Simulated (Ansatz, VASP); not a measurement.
**TiN in VASP and in Ansatz**

```
Ti N
1.0
     0.00000    2.11900    2.11900
     2.11900    0.00000    2.11900
     2.11900    2.11900    0.00000
Ti N
1 1
Direct
  0.00000 0.00000 0.00000
  0.50000 0.50000 0.50000
```

Alike in both runs: task single point; functional r2SCAN; k mesh 9 × 9 × 9; no spin polarisation.

|  | VASP | Ansatz |
| --- | --- | --- |
| version | VASP 6.6.1 | Ansatz 0.2.0 |
| potentials or method | VASP PAW PBE potentials, release 64 (Ti_sv, N) | plane waves, norm-conserving potentials |
| plane-wave cutoff (eV) | 660 | 1252 |
| occupations | methfessel-paxton of order 1, width 0.2 eV | cold, width 0.2 eV |
| valence electrons in the cell | 17 | 17 |

```tsv
	VASP	Ansatz	Ansatz less VASP
pressure (GPa)	0.4	-1.3	-1.64
```

VASP's potentials were made for PBE, not for r2SCAN. Ansatz's warnings: stress scf threshold loose.
